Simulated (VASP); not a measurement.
# FePt (Tetraferroplatinum) (P4/mmm) in VASP: further runs

The runs below take FePt (Tetraferroplatinum) through single point, with PBEsol.

All numbers are computed with VASP 6.6.1; they aren't measurements. Logs are shortened: lines on timing, memory, paths and dates and some standing lists are left out, and cuts for length are marked.

### 1 The cell of the first run

The structure is tetragonal, space group P4/mmm (No. 123). The conventional cell has a = 2.724 Å, b = 2.724 Å, c = 3.720 Å, α = 90.00°, β = 90.00°, γ = 90.00°. Pt (site symmetry 4/mmm) has 8 Fe at 2.68 Å and 4 Pt at 2.72 Å within 3.5 Å. Within 3.5 Å of Fe (site symmetry 4/mmm) lie 8 Pt at 2.68 Å and 4 Fe at 2.72 Å.

### 2 Single point, PBEsol, collinear spin, ferromagnetic start

INCAR reads:

```
ALGO = Normal
EDIFF = 1E-6
ENCUT = 520
GGA = PS
ISIF = 2
ISMEAR = -1
ISPIN = 2
LASPH = True
LCHARG = True
LELF = True
LMAXMIX = 4
LORBIT = 11
LREAL = False
LVHAR = True
LWAVE = False
MAGMOM = 0 3
NBANDS = 20
NELM = 150
PREC = Accurate
SIGMA = 0.05
```

KPOINTS reads:

```
k-points
0
Gamma
  10 10 7
```

POSCAR reads:

```
FePt
1.0
    2.7235000000      0.0000000000      0.0000000000
    0.0000000000      2.7235000000      0.0000000000
    0.0000000000      0.0000000000      3.7200000000
Pt Fe
1 1
Direct
    0.5000000000      0.5000000000      0.5000000000
    0.0000000000      0.0000000000      0.0000000000
```

Potentials or basis: VASP PAW PBE potentials, release 64 (Pt, Fe).

Run with:

```console
cat potpaw_PBE.64/Pt/POTCAR potpaw_PBE.64/Fe/POTCAR > POTCAR
mpirun -np 1 vasp_std > vasp.out
```

OUTCAR:

```text
EDIFF = 1E-6
   ENCUT = 520
   GGA = PS
   ISIF = 2
   ISMEAR = -1
   ISPIN = 2
   LASPH = True
   LORBIT = 11
   LREAL = False
   NELM = 150
   PREC = Accurate

 ion  position               nearest neighbor table
   1  0.500  0.500  0.500-   2 2.68   2 2.68   2 2.68   2 2.68   2 2.68   2 2.68   2 2.68   2 2.68

   2  0.000  0.000  0.000-   1 2.68   1 2.68   1 2.68   1 2.68   1 2.68   1 2.68   1 2.68   1 2.68

  LATTYP: Found a simple tetragonal cell.
 ALAT       =     2.7235000000
 C/A-ratio  =     1.3658894804

  Lattice vectors:

 A1 = (   2.7235000000,   0.0000000000,   0.0000000000)
 A2 = (   0.0000000000,   2.7235000000,   0.0000000000)
 A3 = (   0.0000000000,   0.0000000000,   3.7200000000)

Analysis of symmetry for initial positions (statically):
=====================================================================
 Subroutine PRICEL returns:
 Original cell was already a primitive cell.

 Routine SETGRP: Setting up the symmetry group for a
 simple tetragonal supercell.

 Subroutine GETGRP returns: Found 16 space group operations
 (whereof 16 operations were pure point group operations)
 out of a pool of 16 trial point group operations.

The static configuration has the point symmetry D_4h.

Analysis of symmetry for dynamics (positions and initial velocities):
=====================================================================
 Subroutine PRICEL returns:
 Original cell was already a primitive cell.

 Routine SETGRP: Setting up the symmetry group for a
 simple tetragonal supercell.

 Subroutine GETGRP returns: Found 16 space group operations
 (whereof 16 operations were pure point group operations)
 out of a pool of 16 trial point group operations.

The dynamic configuration has the point symmetry D_4h.

Analysis of structural, dynamic, and magnetic symmetry:
=====================================================================
 Subroutine PRICEL returns:
 Original cell was already a primitive cell.

 Routine SETGRP: Setting up the symmetry group for a
 simple tetragonal supercell.

 Subroutine GETGRP returns: Found 16 space group operations
 (whereof 16 operations were pure point group operations)
 out of a pool of 16 trial point group operations.

The overall configuration has the point symmetry D_4h.

 Subroutine INISYM returns: Found 16 space group operations
 (whereof 16 operations are pure point group operations),
 and found     1 'primitive' translations

[... 112 lines left out ...]
   IMIX   =      4    mixing-type and parameters
     AMIX     =   0.40;   BMIX     =  1.00
     AMIX_MAG =   1.60;   BMIX_MAG =  1.00
  volume/ion in A,a.u.               =      13.80        93.10
  Fermi-wavevector in a.u.,A,eV,Ry     =   1.419819  2.683070 27.427809  2.015887
  Thomas-Fermi vector in A             =   2.540800
   LORBIT       =     11    0 simple, 1 ext, 2 COOP (PROOUT), +10 PAW based schemes
   GGA     = PS    functional components
   LHFCALC =     F    Hartree Fock is set to
   AEXX    =    0.0000 exact exchange contribution
   IVDW    =     0    specifies the selected vdW correction
   LEPSILON=     F    determine dielectric tensor
   LRPA    =     F    only Hartree local field effects (RPA)
 spin polarized calculation
  energy-cutoff  :      520.00
  volume of cell :       27.59
 maximum number of plane-waves:       758
   NGX = 11   NGY = 11   NGZ = 13

 number of electron      17.9999997 magnetization       3.2729485

 Free energy of the ion-electron system (eV)
  ---------------------------------------------------
  ext. energy  EPLUGINS =         0.00000000
  ---------------------------------------------------
  free energy    TOTEN  =       -16.28065866 eV

  energy without entropy =      -16.26907513  energy(sigma->0) =      -16.27486689

 E-fermi :   8.5468     XC(G=0): -13.2066

 val. band max:        8.5438095340   @ k =   0.5000   0.2000   0.1429
 cond. band min:       8.5630897543   @ k =   0.5000   0.4000   0.1429
 fundamental gap:      0.0192802204
 Fermi energy:         8.5467759631

 spin component 1

 k-point     1 :       0.0000    0.0000    0.0000
  band No.  band energies     occupation
      1      -1.1366      1.00000
      2       2.1609      1.00000
      3       2.3356      1.00000
      4       5.0911      1.00000
      5       5.0911      1.00000
      6       5.6093      1.00000
[... 541 lines left out ...]
     19      31.4936      0.00000
     20      31.7142      0.00000

 [... further k-points ...]

 spin component 2

 k-point     1 :       0.0000    0.0000    0.0000
  band No.  band energies     occupation
      1      -0.9550      1.00000
      2       2.7319      1.00000
      3       2.7406      1.00000
      4       6.1622      1.00000
      5       6.1622      1.00000
      6       7.7682      1.00000
[... 541 lines left out ...]
     19      31.7437      0.00000
     20      32.0196      0.00000

 [... further k-points ...]

------------------------ aborting loop because EDIFF is reached ----------------------------------------

  FORCE on cell =-STRESS in cart. coord.  units (eV):
  Direction    XX          YY          ZZ          XY          YZ          ZX
  --------------------------------------------------------------------------------------
  -------------------------------------------------------------------------------------
  Total       -1.1402277     -1.1402277     -0.9759464      0.0000000      0.0000000     -0.0000000
  in kB      -66.2070861    -66.2070861    -56.6681281      0.0000000      0.0000000     -0.0000000
  external PRESSURE =     -63.0274335 kB  Pullay stress =       0.0000000 kB

 VOLUME and BASIS-vectors are now :
 -----------------------------------------------------------------------------
  energy-cutoff  :      520.00
  volume of cell :       27.59
      direct lattice vectors                 reciprocal lattice vectors
     2.723500000  0.000000000  0.000000000     0.367174592  0.000000000  0.000000000
     0.000000000  2.723500000  0.000000000     0.000000000  0.367174592  0.000000000
     0.000000000  0.000000000  3.720000000     0.000000000  0.000000000  0.268817204

 POSITION                                       TOTAL-FORCE (eV/Angst)
 -----------------------------------------------------------------------------------
      1.36175      1.36175      1.86000         0.000000      0.000000      0.000000
      0.00000      0.00000      0.00000         0.000000      0.000000      0.000000
 -----------------------------------------------------------------------------------
    total drift:                               -0.000000      0.000000      0.000000

  FREE ENERGIE OF THE ION-ELECTRON SYSTEM (eV)
  ---------------------------------------------------
  free  energy   TOTEN  =       -16.2806586550 eV

  energy  without entropy=      -16.2690751335  energy(sigma->0) =      -16.27486689

 total charge

# of ion       s       p       d       tot
------------------------------------------
    1        0.707   0.666   8.045   9.418
    2        0.412   0.456   6.121   6.990
--------------------------------------------------
tot          1.119   1.122  14.166  16.407

 magnetization (x)

# of ion       s       p       d       tot
------------------------------------------
    1       -0.025  -0.062   0.423   0.336
    2        0.004  -0.006   2.907   2.905
--------------------------------------------------
tot         -0.021  -0.068   3.330   3.241
```

stdout:

```text
POSCAR found type information on POSCAR PtFe
 POSCAR found :  2 types and       2 ions
 scaLAPACK will be used
 -----------------------------------------------------------------------------
|                                                                             |
|                                                                             |
|     You enforced a specific xc type in the INCAR file but a different       |
|     I HOPE YOU KNOW WHAT YOU ARE DOING!                                     |
|                                                                             |
 -----------------------------------------------------------------------------

 LDA part: xc-table for (Slater+PW92), standard interpolation
 POSCAR, INCAR and KPOINTS ok, starting setup
 FFT: planning ... GRIDC
 FFT: planning ... GRID_SOFT
 FFT: planning ... GRID
 WAVECAR not read
 entering main loop
```

It took 61 s on 1 thread of AMD EPYC 9R45 (Zen 5), shared host; peak memory 0.16 GiB.

Results:

| Property | Result |
| --- | --- |
| Free energy | -16.2807 eV |
| Pressure | -6.3 GPa |
| Net moment | 3.27 μB per cell |
| Site moments | Pt +0.34; Fe +2.90 μB |
| Valence electrons inside the program's atomic spheres | Pt 9.42; Fe 6.99 |

Levels at points of the mesh, in eV from the Fermi level:
Spin up:
| k point | band 8 | band 9 | band 10 | band 11 | band 12 | band 13 | band 14 | band 15 |
| --- | --- | --- | --- | --- | --- | --- | --- | --- |
| (0.00, 0.00, 0.00) | -1.91 | -0.51 | -0.39 | -0.39 | 2.19 | 9.72 | 11.58 | 11.58 |
| (0.50, 0.00, 0.00) | -2.51 | -2.15 | -1.64 | 0.12 | 2.00 | 10.39 | 10.49 | 12.47 |
| (0.50, 0.50, 0.00) | -0.47 | -0.47 | 0.54 | 1.52 | 1.52 | 7.53 | 9.99 | 10.82 |
Spin down:
| k point | band 5 | band 6 | band 7 | band 8 | band 9 | band 10 | band 11 | band 12 |
| --- | --- | --- | --- | --- | --- | --- | --- | --- |
| (0.00, 0.00, 0.00) | -2.38 | -0.78 | -0.77 | 0.55 | 1.62 | 1.67 | 1.67 | 2.43 |
| (0.50, 0.00, 0.00) | -2.47 | -1.39 | -1.20 | -0.92 | 0.46 | 0.68 | 2.33 | 2.56 |
| (0.50, 0.50, 0.00) | 0.91 | 1.20 | 1.61 | 1.72 | 1.72 | 1.74 | 1.74 | 1.76 |

Caveat: the PAW data sets were made with another functional, which shifts forces and pressure a little; spin-orbit coupling is left out, which moves the levels of the heavy elements.

### 3 Single point, PBEsol, collinear spin, ferromagnetic start

This run uses another cell than the first one, of 12.14 Å³/atom, 0.880 times its volume.

INCAR reads:

```
SYSTEM = FePt
PREC = Accurate
ENCUT = 520
EDIFF = 1E-6
ISMEAR = -1
SIGMA = 0.05
LREAL = .False.
LASPH = .True.
NELM = 150
ALGO = Normal
ISIF = 2
LWAVE = .False.
LCHARG = .True.
ISPIN = 2
MAGMOM = 0 3
LORBIT = 11
LMAXMIX = 4
GGA = PS
LELF = .True.
LVHAR = .True.
NBANDS = 20
```

KPOINTS reads:

```
regular mesh
0
Gamma
  10 10 7
  0 0 0
```

POSCAR reads:

```
FePt
1.0
    2.6099567332      0.0000000000      0.0000000000
    0.0000000000      2.6099567332      0.0000000000
    0.0000000000      0.0000000000      3.5651147916
Pt Fe
1 1
Direct
    0.5000000000      0.5000000000      0.5000000000
    0.0000000000      0.0000000000      0.0000000000
```

Potentials or basis: VASP PAW PBE potentials, release 64 (Pt, Fe).

Run with:

```console
cat potpaw_PBE.64/Pt/POTCAR potpaw_PBE.64/Fe/POTCAR > POTCAR
mpirun -np 1 vasp_std > vasp.out
```

It took 32 s on 1 thread of Intel Xeon 6975P-C (Granite Rapids), shared host; peak memory 0.19 GiB.

The run converged. Its results:

```yaml
Free_energy: -16.0790 eV
Pressure: 29.7 GPa
Net_moment: 3.07 μB per cell
Site_moments: Pt +0.34; Fe +2.68 μB
Valence_electrons_inside_the_program's_atomic_spheres: Pt 9.76; Fe 7.30
```

Stress tensor (GPa, compression positive):
```
29.65  0.00  0.00
 0.00 29.65  0.00
 0.00  0.00 29.74
```

Levels at points of the mesh, in eV from the Fermi level:
Spin up:
| k point | band 8 | band 9 | band 10 | band 11 | band 12 | band 13 | band 14 | band 15 |
| --- | --- | --- | --- | --- | --- | --- | --- | --- |
| (0.00, 0.00, 0.00) | -1.73 | -0.28 | 0.01 | 0.01 | 2.37 | 11.43 | 12.49 | 12.49 |
| (0.50, 0.00, 0.00) | -2.39 | -1.94 | -1.78 | 0.67 | 2.63 | 11.28 | 11.68 | 14.14 |
| (0.50, 0.50, 0.00) | -0.02 | -0.02 | 0.92 | 1.63 | 1.63 | 9.00 | 11.50 | 11.79 |
Spin down:
```
           k point  band 5  band 6  band 7  band 8  band 9  band 10  band 11  band 12
(0.00, 0.00, 0.00)   -2.79   -1.04   -0.80    0.56    1.83     1.96     1.96     2.64
(0.50, 0.00, 0.00)   -2.88   -1.56   -1.51   -1.32    0.36     0.66     2.97     2.97
(0.50, 0.50, 0.00)    1.28    1.47    1.80    1.86    1.86     2.01     2.06     2.06
```

Caveat: the PAW data sets were made with another functional, which shifts forces and pressure a little; spin-orbit coupling is left out, which moves the levels of the heavy elements.

### 4 Single point, PBEsol, collinear spin, ferromagnetic start

This run uses another cell than the first one, of 12.51 Å³/atom, 0.907 times its volume.

INCAR reads:

```
SYSTEM = FePt
PREC     = Accurate       ! precision mode
ENCUT    = 520            ! plane-wave cutoff, eV
EDIFF    = 1E-6           ! SCF threshold, eV
ISMEAR   = -1             ! smearing method
SIGMA    = 0.05           ! smearing width, eV
LREAL    = .FALSE.        ! projectors in reciprocal space
LASPH    = .TRUE.         ! aspherical terms in the spheres
NELM     = 150            ! most SCF steps
ALGO     = Normal         ! electronic algorithm
ISIF     = 2              ! what is computed and relaxed
LWAVE    = .FALSE.        ! write WAVECAR
LCHARG   = .TRUE.         ! write CHGCAR
ISPIN    = 2              ! spin polarisation
MAGMOM   = 0 3            ! initial moments
LORBIT   = 11             ! projections on sites
LMAXMIX  = 4              ! l up to which the mixer works
GGA      = PS             ! functional
LELF     = .TRUE.         ! ELF
LVHAR    = .TRUE.       
NBANDS   = 20             ! bands
```

KPOINTS reads:

```
Automatic mesh
0
G
  10 10 7
  0 0 0
```

POSCAR reads:

```
FePt
1.0
    2.6347589684      0.0000000000      0.0000000000
    0.0000000000      2.6347589684      0.0000000000
    0.0000000000      0.0000000000      3.6034925275
Pt Fe
1 1
Direct
    0.5000000000      0.5000000000      0.5000000000
    0.0000000000      0.0000000000      0.0000000000
```

Run with:

```console
cat potpaw_PBE.64/Pt/POTCAR potpaw_PBE.64/Fe/POTCAR > POTCAR
mpirun -np 1 vasp_std > vasp.out
```

It took 32 s on 1 thread of Intel Xeon 6975P-C (Granite Rapids), shared host; peak memory 0.19 GiB.

It converged, with:

| Property | Result |
| --- | --- |
| Free energy | -16.1920 eV |
| Pressure | 19.7 GPa |
| Net moment | 3.15 μB per cell |
| Site moments | Pt +0.35; Fe +2.75 μB |
| Valence electrons inside the program's atomic spheres | Pt 9.68; Fe 7.22 |

Stress tensor (GPa, compression positive):
```
19.63  0.00  0.00
 0.00 19.63  0.00
 0.00  0.00 19.71
```

Levels at points of the mesh, in eV from the Fermi level:
Spin up:
| k point | band 8 | band 9 | band 10 | band 11 | band 12 | band 13 | band 14 | band 15 |
| --- | --- | --- | --- | --- | --- | --- | --- | --- |
| (0.00, 0.00, 0.00) | -1.78 | -0.34 | -0.09 | -0.09 | 2.31 | 10.98 | 12.30 | 12.30 |
| (0.50, 0.00, 0.00) | -2.42 | -2.00 | -1.73 | 0.53 | 2.49 | 11.06 | 11.38 | 13.72 |
| (0.50, 0.50, 0.00) | -0.14 | -0.14 | 0.85 | 1.61 | 1.61 | 8.66 | 11.33 | 11.36 |
Spin down:
```csv
k point,band 6,band 7,band 8,band 9,band 10,band 11
"(0.00, 0.00, 0.00)",-0.97,-0.77,0.57,1.79,1.90,1.90
"(0.50, 0.00, 0.00)",-1.46,-1.46,-1.21,0.40,0.69,2.83
"(0.50, 0.50, 0.00)",1.42,1.77,1.84,1.84,1.97,2.00
```

Caveat: the PAW data sets were made with another functional, which shifts forces and pressure a little; spin-orbit coupling is left out, which moves the levels of the heavy elements.

### 5 The runs side by side

```csv
cell,gap on the mesh (eV),pressure (GPa),moment (μB)
"a = 2.724, b = 2.724, c = 3.720 Å, 2 atoms",none,-6.3,3.27
"a = 2.610, b = 2.610, c = 3.565 Å, 2 atoms",none,29.7,3.07
"a = 2.635, b = 2.635, c = 3.603 Å, 2 atoms",none,19.7,3.15
```

Alike in all rows: task single point; level PBEsol; potentials or basis VASP PAW PBE potentials, release 64 (Pt, Fe); spin collinear, ferromagnetic start; k mesh 10 × 10 × 7; cutoff (eV) 520; smearing fermi-dirac 0.05 eV.

Caveats: the PAW data sets were made with another functional, which shifts forces and pressure a little; spin-orbit coupling is left out, which moves the levels of the heavy elements.

Total energies depend on the potentials used, so only differences within one code and one set of settings carry meaning.
